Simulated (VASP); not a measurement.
# SiO2 (Imma) in VASP: further runs, part 2 of 2

VASP 6.6.1.

### Step 3. Single point, LDA (volume scaled by 0.97, then relaxed in part)

INCAR reads:

```
  ALGO = Normal
  EDIFF = 1E-7
  ENCUT = 520
  GGA = CA
  ISIF = 2
  ISMEAR = 0
  LASPH = True
  LCHARG = False
  LREAL = False
  LWAVE = False
  NBANDS = 44
  NELM = 60
  PREC = Accurate
  SIGMA = 0.02
```

KPOINTS reads:

```
k-points
0
Gamma
  6 6 6
```

POSCAR reads:

```
SiO2
1.0
   -2.6146302371      4.5472790553      4.4847141336
    2.6146302371     -4.5472790553      4.4847141336
    2.6146302371      4.5472790553     -4.4847141336
Si O
4 8
Direct
    0.9142769513      0.8394996819      0.0747772694
    0.7352775874      0.1605003181      0.5747772694
    0.0857230487      0.1605003181      0.9252227306
    0.2647224126      0.8394996819      0.4252227306
    0.1085524193      0.8585524193      0.2500000000
    0.8914475807      0.1414475807      0.7500000000
    0.7729245235      0.5000000000      0.7729245235
    0.2270754765      0.0000000000      0.7270754765
    0.2270754765      0.5000000000      0.2270754765
    0.7729245235      0.0000000000      0.2729245235
    0.0000000000      0.0000000000      0.0000000000
    0.5000000000      0.0000000000      0.5000000000
```

Potentials or basis: VASP PAW LDA potentials, release 64 (Si, O).

Run with:

```bash
cat potpaw_LDA.64/Si/POTCAR potpaw_LDA.64/O/POTCAR > POTCAR
mpirun -np 1 vasp_std > vasp.out
```

OUTCAR:

```text
EDIFF = 1E-7
   ENCUT = 520
   GGA = CA
   ISIF = 2
   ISMEAR = 0
   LASPH = True
   LREAL = False
   NELM = 60
   PREC = Accurate

 ion  position               nearest neighbor table
   1  0.914  0.839  0.075-  11 1.59   5 1.60  10 1.60   7 1.60   2 3.07   2 3.07
   2  0.735  0.161  0.575-  12 1.59   6 1.60   7 1.60  10 1.60   1 3.07   1 3.07
   3  0.086  0.161  0.925-  11 1.59   6 1.60   9 1.60   8 1.60   4 3.07   4 3.07
   4  0.265  0.839  0.425-  12 1.59   5 1.60   9 1.60   8 1.60   3 3.07   3 3.07
   5  0.109  0.859  0.250-   1 1.60   4 1.60
   6  0.891  0.141  0.750-   3 1.60   2 1.60
   7  0.773  0.500  0.773-   2 1.60   1 1.60
   8  0.227  0.000  0.727-   3 1.60   4 1.60
   9  0.227  0.500  0.227-   4 1.60   3 1.60
  10  0.773  0.000  0.273-   1 1.60   2 1.60
  11  0.000  0.000  0.000-   1 1.59   3 1.59
  12  0.500  0.000  0.500-   2 1.59   4 1.59

  LATTYP: Found a body centered orthorhombic cell.
 ALAT       =     5.2292604742
 B/A-ratio  =     1.7152383805
 C/A-ratio  =     1.7391671644

  Lattice vectors:

 A1 = (   2.6146302371,  -4.5472790553,  -4.4847141336)
 A2 = (  -2.6146302371,  -4.5472790553,   4.4847141336)
 A3 = (  -2.6146302371,   4.5472790553,  -4.4847141336)

Analysis of symmetry for initial positions (statically):
=====================================================================
 Subroutine PRICEL returns:
 Original cell was already a primitive cell.

 Routine SETGRP: Setting up the symmetry group for a
 body centered orthorhombic supercell.

 Subroutine GETGRP returns: Found  8 space group operations
 (whereof  4 operations were pure point group operations)
 out of a pool of  8 trial point group operations.

The static configuration has the point symmetry C_2h.
 The point group associated with its full space group is D_2h.

Analysis of symmetry for dynamics (positions and initial velocities):
=====================================================================
 Subroutine PRICEL returns:
 Original cell was already a primitive cell.

 Routine SETGRP: Setting up the symmetry group for a
 body centered orthorhombic supercell.

 Subroutine GETGRP returns: Found  8 space group operations
 (whereof  4 operations were pure point group operations)
 out of a pool of  8 trial point group operations.

The dynamic configuration has the point symmetry C_2h.
 The point group associated with its full space group is D_2h.

 Subroutine INISYM returns: Found  8 space group operations
 (whereof  4 operations are pure point group operations),
 and found     1 'primitive' translations

----------------------------------------------------------------------------------------

                                     Primitive cell

  volume of cell :     213.2832

  direct lattice vectors                    reciprocal lattice vectors
    -2.614630237  4.547279055  4.484714134     0.000000000  0.109955865  0.111489826
     2.614630237 -4.547279055  4.484714134     0.191231629  0.000000000  0.111489826
[... 86 lines left out ...]
 [... further k-points ...]
   k-points           NKPTS =     46   k-points in BZ     NKDIM =     46   number of bands    NBANDS=     44
   number of dos      NEDOS =    301   number of ions     NIONS =     12
   total plane-waves  NPLWV = 157464
   dimension x,y,z NGX =    54 NGY =   54 NGZ =   54
   dimension x,y,z NGXF=   108 NGYF=  108 NGZF=  108
   ions per type =               4   8
   NGX,Y,Z   is equivalent  to a cutoff of  13.01, 13.01, 13.01 a.u.
   NGXF,Y,Z  is equivalent  to a cutoff of  26.02, 26.02, 26.02 a.u.
 SYSTEM =  unknown system
   PREC   = accura    normal or accurate (medium, high low for compatibility)
   ISTART =      0    job   : 0-new  1-cont  2-samecut
   ICHARG =      2    charge: 1-file 2-atom 10-const
   ISPIN  =      1    spin polarized calculation?
   LNONCOLLINEAR =      F non collinear calculations
   LSORBIT =      F    spin-orbit coupling
   LASPH  =      T    aspherical Exc in radial PAW
   ENCUT  =  520.0 eV  38.22 Ry    6.18 a.u.  12.83 12.83 12.83*2*pi/ulx,y,z
   NELM   =     60;   NELMIN=  2; NELMDL= -5     # of ELM steps
   EDIFF  = 0.1E-06   stopping-criterion for ELM
   LREAL  =      F    real-space projection
   EDIFFG = 0.1E-05   stopping-criterion for IOM
   NSW    =      0    number of steps for IOM
   IBRION =     -1    ionic relax: 0-MD 1-quasi-New 2-CG
   NFREE  =      0    steps in history (QN), initial steepest desc. (CG)
   ISIF   =      2    stress and relaxation
   ISYM   =      2    0-nonsym 1-usesym 2-fastsym
   POTIM  = 0.5000    time-step for ionic-motion
   TEBEG  =    0.0;   TEEND  =   0.0 temperature during run
   PSTRESS=    0.0 pullay stress
   NELECT =      64.0000    total number of electrons
   NUPDOWN=      -1.0000    fix difference up-down
   EMIN   =  10.00;   EMAX   =-10.00  energy-range for DOS
   EFERMI =   0.00;   METHOD = LEGACY
   ISMEAR =     0;   SIGMA  =   0.02  broadening in eV -4-tet -1-fermi 0-gaus
   EFERMI_NEDOS =   21; number of points for ismear=-14 and -15
   IALGO  =     38    algorithm
   IMIX   =      4    mixing-type and parameters
     AMIX     =   0.40;   BMIX     =  1.00
     AMIX_MAG =   1.60;   BMIX_MAG =  1.00
  volume/ion in A,a.u.               =      17.77       119.94
  Fermi-wavevector in a.u.,A,eV,Ry     =   1.096014  2.071165 16.343941  1.201246
  Thomas-Fermi vector in A             =   2.232348
   LORBIT       =      0    0 simple, 1 ext, 2 COOP (PROOUT), +10 PAW based schemes
   GGA     = CA    functional components
   LHFCALC =     F    Hartree Fock is set to
   AEXX    =    0.0000 exact exchange contribution
   IVDW    =     0    specifies the selected vdW correction
   LEPSILON=     F    determine dielectric tensor
   LRPA    =     F    only Hartree local field effects (RPA)
 non-spin polarized calculation
 Gauss-broadening in eV      SIGMA  =   0.02
  energy-cutoff  :      520.00
  volume of cell :      213.28
 maximum number of plane-waves:      5794
 NGX is ok and might be reduce to    54
   NGX = 25   NGY = 25   NGZ = 25

 number of electron      63.9999998 magnetization

 Free energy of the ion-electron system (eV)
  ---------------------------------------------------
  ext. energy  EPLUGINS =         0.00000000
  ---------------------------------------------------
  free energy    TOTEN  =      -103.59822651 eV

  energy without entropy =     -103.59822651  energy(sigma->0) =     -103.59822651

 E-fermi :  -1.3100     XC(G=0):  -7.6314

 val. band max:       -1.4694931660   @ k =   0.0000   0.0000   0.0000
 cond. band min:       3.9310023053   @ k =   0.0000   0.0000   0.0000
 fundamental gap:      5.4004954713
 Fermi energy:        -1.3100437315

 k-point     1 :       0.0000    0.0000    0.0000
  band No.  band energies     occupation
      1     -20.8435      2.00000
      2     -19.8900      2.00000
      3     -19.3618      2.00000
      4     -19.2945      2.00000
      5     -18.7509      2.00000
      6     -18.6861      2.00000
[... 1117 lines left out ...]
     43       9.4727      0.00000
     44       9.6374      0.00000

 [... further k-points ...]

------------------------ aborting loop because EDIFF is reached ----------------------------------------

  FORCE on cell =-STRESS in cart. coord.  units (eV):
  Direction    XX          YY          ZZ          XY          YZ          ZX
  --------------------------------------------------------------------------------------
  -------------------------------------------------------------------------------------
  Total        1.1780624      0.9574608      1.1117371      0.0000000      0.0000000      0.0000000
  in kB        8.8495710      7.1924184      8.3513378      0.0000000      0.0000000      0.0000000
  external PRESSURE =       8.1311091 kB  Pullay stress =       0.0000000 kB

 VOLUME and BASIS-vectors are now :
 -----------------------------------------------------------------------------
  energy-cutoff  :      520.00
  volume of cell :      213.28
      direct lattice vectors                 reciprocal lattice vectors
    -2.614630237  4.547279055  4.484714134     0.000000000  0.109955865  0.111489826
     2.614630237 -4.547279055  4.484714134     0.191231629  0.000000000  0.111489826
     2.614630237  4.547279055 -4.484714134     0.191231629  0.109955865  0.000000000

 POSITION                                       TOTAL-FORCE (eV/Angst)
 -----------------------------------------------------------------------------------
     -0.00000      0.68007      7.52983         0.000000     -0.039681      0.025726
      0.00000      5.22735      1.43960         0.000000     -0.039681     -0.025726
      2.61463      3.86721     -3.04512        -0.000000      0.039681     -0.025726
      2.61463     -0.68007      3.04512        -0.000000      0.039681      0.025726
      2.61463     -2.27364      3.21601         0.000000      0.000000     -0.002625
      0.00000      6.82092      1.26870         0.000000      0.000000      0.002625
      1.30732      4.75577      2.24236         0.000000     -0.015764     -0.000000
      1.30732      4.33879     -2.24236         0.000000      0.015764     -0.000000
      1.30732     -0.20849      2.24236         0.000000      0.015764     -0.000000
     -1.30732      4.75577      2.24236         0.000000     -0.015764     -0.000000
      0.00000      0.00000      0.00000         0.000000      0.000000     -0.000000
      0.00000      4.54728      0.00000         0.000000      0.000000     -0.000000
 -----------------------------------------------------------------------------------
    total drift:                               -0.000000     -0.000004      0.000003

  FREE ENERGIE OF THE ION-ELECTRON SYSTEM (eV)
  ---------------------------------------------------
  free  energy   TOTEN  =      -103.5982265083 eV

  energy  without entropy=     -103.5982265083  energy(sigma->0) =     -103.59822651
```

Wall time 7.4 min (1 thread of Intel Xeon Platinum 8559C (Emerald Rapids), shared host); peak memory 0.49 GiB.

Results:

* Free energy: -103.5982 eV
* Pressure: 0.8 GPa
* Largest force: 0.047 eV/Å
* Band gap on the k mesh: 5.40 eV, direct

Forces in eV/Å, atoms in the order of the input:
```
Si   0.000 -0.040  0.026
Si   0.000 -0.040 -0.026
Si   0.000  0.040 -0.026
Si   0.000  0.040  0.026
O    0.000  0.000 -0.003
O    0.000  0.000  0.003
O    0.000 -0.016  0.000
O    0.000  0.016  0.000
O    0.000  0.016  0.000
O    0.000 -0.016  0.000
O    0.000  0.000  0.000
O    0.000  0.000  0.000
```

Stress tensor (GPa, compression positive):
```
0.88 0.00 0.00
0.00 0.72 0.00
0.00 0.00 0.84
```

Levels at points of the mesh, in eV from the valence-band top:
| k point | band 28 | band 29 | band 30 | band 31 | band 32 | band 33 | band 34 | band 35 | band 36 | band 37 |
| --- | --- | --- | --- | --- | --- | --- | --- | --- | --- | --- |
| (0.00, 0.00, 0.00) | -1.43 | -0.88 | -0.77 | -0.48 | 0.00 | 5.40 | 8.38 | 8.61 | 8.93 | 9.10 |
| (0.50, 0.00, 0.00) | -1.11 | -0.63 | -0.57 | -0.36 | -0.22 | 6.43 | 6.91 | 8.49 | 9.01 | 9.21 |
| (0.00, 0.50, 0.00) | -1.38 | -0.87 | -0.86 | -0.83 | -0.26 | 7.64 | 7.68 | 8.38 | 8.50 | 9.22 |
| (0.50, 0.50, 0.00) | -1.47 | -0.97 | -0.97 | -0.50 | -0.50 | 7.63 | 7.63 | 8.77 | 8.77 | 9.10 |
| (0.50, 0.50, 0.50) | -1.38 | -0.65 | -0.33 | -0.30 | 0.00 | 7.45 | 7.53 | 7.67 | 7.85 | 8.57 |

 A k mesh can miss the band edges.
